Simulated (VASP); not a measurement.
Here is a VASP 6.6.1 calculation.

The input INCAR:

```
PREC = Accurate ; ENCUT = 520
EDIFF = 1E-7 ; ISMEAR = 0
SIGMA = 0.02 ; LREAL = False
LASPH = True ; NELM = 80
ALGO = Normal ; ISIF = 2
LWAVE = False ; LCHARG = False
GGA = PE ; IVDW = 12
NBANDS = 35
```

File KPOINTS:

```
Automatic mesh
0
Gamma
  12 12 1
```

File POSCAR:

```
WSe2
1.0
    3.2785070610      0.0000000000      0.0000000000
   -1.6392535305      2.8392704013      0.0000000000
    0.0000000000      0.0000000000     12.9692331309
W Se
2 4
Direct
    0.6666666667      0.3333333333      0.2501166466
    0.3333333333      0.6666666667      0.7498833534
    0.3333333333      0.6666666667      0.3800234542
    0.6666666667      0.3333333333      0.8797929987
    0.3333333333      0.6666666667      0.1202070013
    0.6666666667      0.3333333333      0.6199765458
```

Potentials or basis: VASP PAW PBE potentials, release 64 (W_sv, Se).

The run is started by

```sh
$ cat potpaw_PBE.64/W_sv/POTCAR potpaw_PBE.64/Se/POTCAR > POTCAR
$ mpirun -np 1 vasp_std > vasp.out
```

Problem. What does it give for the pressure?

Solution. 0.3 GPa.

Problem. Predict the largest force.

Solution. 0.050 eV/Å.

Problem. What does it give for the band gap on the k mesh?

Solution. 0.96 eV (least direct gap 1.58 eV).

Stress tensor (GPa, compression positive):
```
0.28 0.00 0.00
0.00 0.28 0.00
0.00 0.00 0.40
```

Caveat: the k points lie up to 0.48 Å⁻¹ apart; spin-orbit coupling is left out, which moves the levels of the heavy elements. A k mesh can miss the band edges.
